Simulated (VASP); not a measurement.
Ge, 4 atoms in the cell. Symmetry: Fmmm, No. 69, orthorhombic system. The conventional cell has a = 5.398 Å, b = 5.921 Å, c = 10.497 Å, α = 90.00°, β = 90.00°, γ = 90.00°. Within 3.7 Å of Ge (site symmetry mm2) lie 8 Ge at 2.78 to 3.25 Å. Ge (site symmetry m2m) has 8 Ge at 2.68 to 3.25 Å within 3.5 Å. 

```yaml
Program: VASP 6.6.1
Task: single point
Functional: LDA
Potentials_or_basis: VASP PAW LDA potentials, release 64 (Ge_d)
Cutoff: 520 eV
k_mesh: 6 × 6 × 6
Occupations: gaussian, width 0.15 eV
Spin: no spin polarisation
Dipole_correction: no
Further_INCAR_settings: ALGO = Normal; EDIFF = 1e-06; NBANDS = 36
```

Potentials or basis: VASP PAW LDA potentials, release 64 (Ge_d).

The run is started by

```sh
$ cat potpaw_LDA.64/Ge_d/POTCAR > POTCAR
$ mpirun -np 1 vasp_std > vasp.out
```

Hardware: 1 thread of Intel(R) Xeon(R) 6975P-C (Granite Rapids), on a shared host.

Q: How long does it take, and how much memory?

A: Wall time 60 s on 1 thread of Intel(R) Xeon(R) 6975P-C (Granite Rapids), on a shared host, peak memory 0.25 GiB. Counts: scf iterations 13, k points 46.
